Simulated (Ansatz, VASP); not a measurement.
# Si: VASP beside Ansatz

```xyz
2
Lattice="0.0000 2.7219 2.7219 2.7219 0.0000 2.7219 2.7219 2.7219 0.0000" Properties=species:S:1:pos:R:3 pbc="T T T"
Si    4.0828    4.0828    4.0828
Si    2.7219    2.7219    2.7219
```

Alike in both runs: task relaxation of cell and atoms; functional PBE; k mesh 9 × 9 × 9; no spin polarisation.

|  | VASP | Ansatz |
| --- | --- | --- |
| version | VASP 6.6.1 | Ansatz 0.2.0 |
| potentials or method | VASP PAW PBE potentials, release 64 (Si), cutoff 500 eV | plane-wave PAW DFT |
| occupations | gaussian, width 0.01 eV | fixed |
| valence electrons in the cell | 8 | 8 |

|  | VASP | Ansatz | Ansatz less VASP |
| --- | --- | --- | --- |
| relaxed volume (Å³/atom) | 20.44 | 20.46 | +0.017 |
| relaxed cell length with the largest relative difference (Å) | 3.867 | 3.868 | +0.0011 |
